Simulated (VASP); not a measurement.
A run of VASP 6.6.1:

File INCAR:

```
PREC     = Accurate       # precision mode
ENCUT    = 520            # plane-wave cutoff, eV
EDIFF    = 1E-6           # SCF threshold, eV
ISMEAR   = -1             # smearing method
SIGMA    = 0.05           # smearing width, eV
LREAL    = False          # projectors in reciprocal space
LASPH    = True           # aspherical terms in the spheres
NELM     = 80             # most SCF steps
ALGO     = Normal         # electronic algorithm
ISIF     = 2              # what is computed and relaxed
LWAVE    = False          # write WAVECAR
LCHARG   = True           # write CHGCAR
GGA      = PE             # functional
LELF     = True           # ELF
LVHAR    = True         
NBANDS   = 16             # bands
```

Contents of KPOINTS:

```
Automatic mesh
0
Gamma
  11 11 11
```

Contents of POSCAR:

```
NbAs
1.0
    0.0000000000      2.6376010551      2.6376010551
    2.6376010551      0.0000000000      2.6376010551
    2.6376010551      2.6376010551      0.0000000000
Nb As
1 1
Direct
    0.0000000000      0.0000000000      0.0000000000
    0.5000000000      0.5000000000      0.5000000000
```

Potentials or basis: VASP PAW PBE potentials, release 64 (Nb_sv, As).

Run with:

```sh
$ cat potpaw_PBE.64/Nb_sv/POTCAR potpaw_PBE.64/As/POTCAR > POTCAR
$ mpirun -np 1 vasp_std > vasp.out
```

Hardware: 1 thread of Intel(R) Xeon(R) 6975P-C (Granite Rapids), on a shared host.

Estimate the wall time of this run.

Wall time 17 s on 1 thread of Intel(R) Xeon(R) 6975P-C (Granite Rapids), on a shared host, peak memory 0.17 GiB. Counts: scf iterations 13, k points 56.
